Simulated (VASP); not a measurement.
# Ir (I4/mmm) in VASP: a series of runs

The runs below take Ir through single point, with LDA.

Everything below comes from runs of VASP 6.6.1. Logs are shortened: lines on timing, memory, paths and dates and some standing lists are left out, and cuts for length are marked.

### Step 1. The cell of the first run

It takes space group I4/mmm (No. 139, tetragonal). Conventional cell: a = 2.791 Å, b = 2.791 Å, c = 3.632 Å, α = 90.00°, β = 90.00°, γ = 90.00°. Within 3.5 Å of Ir (site symmetry 4/mmm) lie 12 Ir at 2.68 to 2.79 Å.

### Step 2. Single point, LDA

INCAR reads:

```
PREC = Accurate ; ENCUT = 500
EDIFF = 1E-6 ; ISMEAR = 0
SIGMA = 0.15 ; LREAL = False
LASPH = True ; NELM = 120
ALGO = Normal ; ISIF = 2
LWAVE = False ; LCHARG = False
GGA = CA ; NBANDS = 14
GGA_COMPAT = False
```

KPOINTS reads:

```
Automatic mesh
0
Gamma
  8 8 8
```

POSCAR reads:

```
Ir
1.0
    0.0000000000      1.9738042925      1.8158999491
    1.9738042925      0.0000000000      1.8158999491
    1.9738042925      1.9738042925      0.0000000000
Ir
1
Direct
    0.0000000000      0.0000000000      0.0000000000
```

Potentials or basis: VASP PAW LDA potentials, release 64 (Ir_sv_GW).

The run is started by

```bash
> cat potpaw_LDA.64/Ir_sv_GW/POTCAR > POTCAR
> mpirun -np 1 vasp_std > vasp.out
```

OUTCAR:

```text
PREC = Accurate
   ENCUT = 500
   EDIFF = 1E-6
   ISMEAR = 0
   LREAL = False
   LASPH = True
   NELM = 120
   ISIF = 2
   GGA = CA

 ion  position               nearest neighbor table
   1  0.000  0.000  0.000-

  LATTYP: Found a body centered tetragonal cell.
 ALAT       =     2.7913807999
 C/A-ratio  =     1.3010764774

  Lattice vectors:

 A1 = (   0.0000000000,  -1.9738042925,  -1.8158999491)
 A2 = (   0.0000000000,   1.9738042925,  -1.8158999491)
 A3 = (   1.9738042925,   0.0000000000,   1.8158999491)

Analysis of symmetry for initial positions (statically):
=====================================================================
 Subroutine PRICEL returns:
 Original cell was already a primitive cell.

 Routine SETGRP: Setting up the symmetry group for a
 body centered tetragonal supercell.

 Subroutine GETGRP returns: Found 16 space group operations
 (whereof 16 operations were pure point group operations)
 out of a pool of 16 trial point group operations.

The static configuration has the point symmetry D_4h.

Analysis of symmetry for dynamics (positions and initial velocities):
=====================================================================
 Subroutine PRICEL returns:
 Original cell was already a primitive cell.

 Routine SETGRP: Setting up the symmetry group for a
 body centered tetragonal supercell.

 Subroutine GETGRP returns: Found 16 space group operations
 (whereof 16 operations were pure point group operations)
 out of a pool of 16 trial point group operations.

The dynamic configuration has the point symmetry D_4h.

 Subroutine INISYM returns: Found 16 space group operations
 (whereof 16 operations are pure point group operations),
 and found     1 'primitive' translations

----------------------------------------------------------------------------------------

                                     Primitive cell

  volume of cell :      14.1491

  direct lattice vectors                    reciprocal lattice vectors
     0.000000000  1.973804292  1.815899949    -0.253317921  0.253317921  0.275345566
     1.973804292  0.000000000  1.815899949     0.253317921 -0.253317921  0.275345566
     1.973804292  1.973804292  0.000000000     0.253317921  0.253317921 -0.275345566

  length of vectors
     2.682050710  2.682050710  2.791380800     0.451835279  0.451835279  0.451835279

  position of ions in fractional coordinates (direct lattice)
     0.000000000  0.000000000  0.000000000

  ion indices of the primitive-cell ions
   primitive index   ion index
                 1           1

----------------------------------------------------------------------------------------

 KPOINTS: Automatic mesh

Automatic generation of k-mesh.
 Grid dimensions read from file:
 generate k-points for:    8    8    8

 Generating k-lattice:

  Cartesian coordinates                     Fractional coordinates (reciprocal lattice)
    -0.031664740  0.031664740  0.034418196     0.125000000  0.000000000  0.000000000
     0.031664740 -0.031664740  0.034418196     0.000000000  0.125000000  0.000000000
     0.031664740  0.031664740 -0.034418196    -0.000000000 -0.000000000  0.125000000

  Length of vectors
     0.056479410  0.056479410  0.056479410

  Shift w.r.t. Gamma in fractional coordinates (k-lattice)
     0.000000000  0.000000000  0.000000000

 Subroutine IBZKPT returns following result:
 ===========================================

 Found     59 irreducible k-points:

 Following reciprocal coordinates:
            Coordinates               Weight
  0.000000  0.000000  0.000000      1.000000
  0.125000  0.000000  0.000000      8.000000
  0.250000  0.000000  0.000000      8.000000
  0.375000  0.000000  0.000000      8.000000
  0.500000  0.000000  0.000000      4.000000
  0.125000  0.125000  0.000000      2.000000
[... 16 lines left out ...]
  0.250000  0.000000  0.125000     16.000000
  0.375000 -0.000000  0.125000     16.000000
 [... further k-points ...]
   k-points           NKPTS =     59   k-points in BZ     NKDIM =     59   number of bands    NBANDS=     14
   number of dos      NEDOS =    301   number of ions     NIONS =      1
   total plane-waves  NPLWV =   8000
   dimension x,y,z NGX =    20 NGY =   20 NGZ =   20
   dimension x,y,z NGXF=    40 NGYF=   40 NGZF=   40
   ions per type =               1
   NGX,Y,Z   is equivalent  to a cutoff of  12.40, 12.40, 11.91 a.u.
   NGXF,Y,Z  is equivalent  to a cutoff of  24.79, 24.79, 23.82 a.u.
 SYSTEM =  unknown system
   PREC   = accura    normal or accurate (medium, high low for compatibility)
   ISTART =      0    job   : 0-new  1-cont  2-samecut
   ICHARG =      2    charge: 1-file 2-atom 10-const
   ISPIN  =      1    spin polarized calculation?
   LNONCOLLINEAR =      F non collinear calculations
   LSORBIT =      F    spin-orbit coupling
   LASPH  =      T    aspherical Exc in radial PAW
   ENCUT  =  500.0 eV  36.75 Ry    6.06 a.u.   4.89  4.89  5.09*2*pi/ulx,y,z
   NELM   =    120;   NELMIN=  2; NELMDL= -5     # of ELM steps
   EDIFF  = 0.1E-05   stopping-criterion for ELM
   LREAL  =      F    real-space projection
   EDIFFG = 0.1E-04   stopping-criterion for IOM
   NSW    =      0    number of steps for IOM
   IBRION =     -1    ionic relax: 0-MD 1-quasi-New 2-CG
   NFREE  =      0    steps in history (QN), initial steepest desc. (CG)
   ISIF   =      2    stress and relaxation
   ISYM   =      2    0-nonsym 1-usesym 2-fastsym
   POTIM  = 0.5000    time-step for ionic-motion
   TEBEG  =    0.0;   TEEND  =   0.0 temperature during run
   PSTRESS=    0.0 pullay stress
   NELECT =      17.0000    total number of electrons
   NUPDOWN=      -1.0000    fix difference up-down
   EMIN   =  10.00;   EMAX   =-10.00  energy-range for DOS
   EFERMI =   0.00;   METHOD = LEGACY
   ISMEAR =     0;   SIGMA  =   0.15  broadening in eV -4-tet -1-fermi 0-gaus
   EFERMI_NEDOS =   21; number of points for ismear=-14 and -15
   IALGO  =     38    algorithm
   IMIX   =      4    mixing-type and parameters
     AMIX     =   0.40;   BMIX     =  1.00
     AMIX_MAG =   1.60;   BMIX_MAG =  1.00
  volume/ion in A,a.u.               =      14.15        95.48
  Fermi-wavevector in a.u.,A,eV,Ry     =   1.740395  3.288869 41.211694  3.028974
  Thomas-Fermi vector in A             =   2.813052
   LORBIT       =      0    0 simple, 1 ext, 2 COOP (PROOUT), +10 PAW based schemes
   GGA     = CA    functional components
   LHFCALC =     F    Hartree Fock is set to
   AEXX    =    0.0000 exact exchange contribution
   IVDW    =     0    specifies the selected vdW correction
   LEPSILON=     F    determine dielectric tensor
   LRPA    =     F    only Hartree local field effects (RPA)
 non-spin polarized calculation
 Gauss-broadening in eV      SIGMA  =   0.15
  energy-cutoff  :      500.00
  volume of cell :       14.15
 maximum number of plane-waves:       370
   NGX =  9   NGY =  9   NGZ = 11

 number of electron      17.0000000 magnetization

 Free energy of the ion-electron system (eV)
  ---------------------------------------------------
  ext. energy  EPLUGINS =         0.00000000
  ---------------------------------------------------
  free energy    TOTEN  =       -10.75507887 eV

  energy without entropy =      -10.73252770  energy(sigma->0) =      -10.74380328

 E-fermi :  12.6785     XC(G=0): -14.7814

 val. band max:       12.6689969541   @ k =   0.5000   0.0000   0.3750
 cond. band min:      12.6791608184   @ k =   0.3750   0.3750   0.0000
 fundamental gap:      0.0101638643
 Fermi energy:        12.6785337199

 k-point     1 :       0.0000    0.0000    0.0000
  band No.  band energies     occupation
      1     -79.8314      2.00000
      2     -36.5399      2.00000
      3     -36.5399      2.00000
      4     -36.4833      2.00000
      5       1.5741      2.00000
      6       8.4566      2.00000
      7       8.4566      2.00000
      8       9.4958      2.00000
      9      10.7532      2.00000
     10      12.0947      2.00000
     11      26.4188      0.00000
     12      30.9182      0.00000
     13      30.9182      0.00000
     14      33.7086      0.00000

 k-point     2 :       0.1250    0.0000    0.0000
  band No.  band energies     occupation
      1     -79.8208      2.00000
      2     -36.6438      2.00000
      3     -36.5629      2.00000
      4     -36.5088      2.00000
      5       2.2523      2.00000
      6       8.3375      2.00000
      7       8.6924      2.00000
      8       9.5499      2.00000
      9      10.7231      2.00000
     10      11.8645      2.00000
     11      27.5193      0.00000
     12      29.4944      0.00000
     13      32.0310      0.00000
     14      33.8138      0.00000

 k-point     3 :       0.2500    0.0000    0.0000
  band No.  band energies     occupation
      1     -79.7968      2.00000
      2     -36.9298      2.00000
      3     -36.6202      2.00000
      4     -36.5349      2.00000
      5       3.7888      2.00000
      6       8.2700      2.00000
      7       8.6988      2.00000
      8       9.7388      2.00000
      9      11.4474      2.00000
     10      11.8429      2.00000
     11      26.2700      0.00000
     12      28.9386      0.00000
     13      34.9805      0.00000
     14      35.9915      0.00000
[... 324 lines left out ...]
 k-point    23 :       0.2500    0.0000    0.1250
  band No.  band energies     occupation
      1     -79.8001      2.00000
      2     -36.8515      2.00000
      3     -36.6141      2.00000
      4     -36.5752      2.00000
      5       3.7353      2.00000
      6       7.4975      2.00000
      7       9.0373      2.00000
      8      10.0557      2.00000
      9      10.7944      2.00000
     10      12.2739      1.99986
     11      28.2481      0.00000
     12      29.6523      0.00000
     13      32.2261      0.00000
     14      33.9625      0.00000

 k-point    24 :       0.3750   -0.0000    0.1250
  band No.  band energies     occupation
      1     -79.7763      2.00000
      2     -37.1104      2.00000
      3     -36.6894      2.00000
      4     -36.6051      2.00000
      5       4.9482      2.00000
      6       8.1722      2.00000
      7       8.2930      2.00000
      8       9.9113      2.00000
      9      12.7728      0.37423
     10      13.0697      0.00023
     11      24.2974      0.00000
     12      28.1549      0.00000
     13      32.2790      0.00000
     14      33.5222      0.00000

 [... further k-points ...]

------------------------ aborting loop because EDIFF is reached ----------------------------------------

  FORCE on cell =-STRESS in cart. coord.  units (eV):
  Direction    XX          YY          ZZ          XY          YZ          ZX
  --------------------------------------------------------------------------------------
  -------------------------------------------------------------------------------------
  Total       -1.4585483     -1.4585483      0.9876489      0.0000000      0.0000000     -0.0000000
  in kB     -165.1586429   -165.1586429    111.8363695      0.0000000      0.0000000     -0.0000000
  external PRESSURE =     -72.8269721 kB  Pullay stress =       0.0000000 kB

 VOLUME and BASIS-vectors are now :
 -----------------------------------------------------------------------------
  energy-cutoff  :      500.00
  volume of cell :       14.15
      direct lattice vectors                 reciprocal lattice vectors
     0.000000000  1.973804292  1.815899949    -0.253317921  0.253317921  0.275345566
     1.973804292  0.000000000  1.815899949     0.253317921 -0.253317921  0.275345566
     1.973804292  1.973804292  0.000000000     0.253317921  0.253317921 -0.275345566

 POSITION                                       TOTAL-FORCE (eV/Angst)
 -----------------------------------------------------------------------------------
      0.00000      0.00000      0.00000         0.000000      0.000000      0.000000
 -----------------------------------------------------------------------------------
    total drift:                               -0.000000     -0.000000     -0.000000

  FREE ENERGIE OF THE ION-ELECTRON SYSTEM (eV)
  ---------------------------------------------------
  free  energy   TOTEN  =       -10.7550788711 eV

  energy  without entropy=      -10.7325276976  energy(sigma->0) =      -10.74380328
```

Run time: 6.3 s. Hardware: 1 thread of AMD EPYC 9R45 (Zen 5), shared host; peak memory 0.1 GiB.

What came out:

* Free energy: -10.7551 eV
* Pressure: -7.3 GPa

Caveat: spin-orbit coupling is left out, which moves the levels of the heavy elements.

### Step 3. Single point, LDA

This run uses another cell than the first one, of the same volume but with other edges.

INCAR reads:

```
SYSTEM = Ir
PREC = Accurate
ENCUT = 500
EDIFF = 1E-6
ISMEAR = 0
SIGMA = 0.15
LREAL = .False.
LASPH = .True.
NELM = 120
ALGO = Normal
ISIF = 2
LWAVE = .False.
LCHARG = .False.
NBANDS = 14
GGA_COMPAT = .False.
```

KPOINTS reads:

```
regular mesh
0
Gamma
  8 8 8
  0 0 0
```

POSCAR reads:

```
Ir
1.0
    0.0000000000      1.7589449499      2.2866284348
    1.7589449499      0.0000000000      2.2866284348
    1.7589449499      1.7589449499      0.0000000000
Ir
1
Direct
    0.0000000000      0.0000000000      0.0000000000
```

Potentials or basis: VASP PAW LDA potentials, release 64 (Ir_sv_GW).

The run is started by

```bash
> cat potpaw_LDA.64/Ir_sv_GW/POTCAR > POTCAR
> mpirun -np 1 vasp_std > vasp.out
```

It used 15 s of CPU time on 1 thread of AMD EPYC 7R13 Processor (Zen 3) (shared host).

The run converged. Its results:

| Item | Value |
| --- | --- |
| Free energy | -10.1970 eV |
| Pressure | 8.4 GPa |

Stress tensor (GPa, compression positive):
```
 32.14   0.00   0.00
  0.00  32.14   0.00
  0.00   0.00 -39.00
```

Levels at points of the mesh, in eV from the Fermi level:
```tsv
k point	band 5	band 6	band 7	band 8	band 9	band 10	band 11	band 12
(0.00, 0.00, 0.00)	-11.03	-6.20	-3.91	-2.12	-2.12	0.98	14.78	14.82
(0.50, 0.00, 0.00)	-7.95	-5.55	-2.31	-0.46	0.48	1.11	8.18	12.02
(0.50, 0.50, 0.00)	-8.30	-7.56	-1.19	1.26	1.26	1.59	6.20	14.92
(0.50, 0.00, 0.50)	-8.02	-6.85	-0.71	0.07	3.62	3.85	9.48	11.90
```

Caveat: spin-orbit coupling is left out, which moves the levels of the heavy elements.

(Continued in part 2 of 2.)
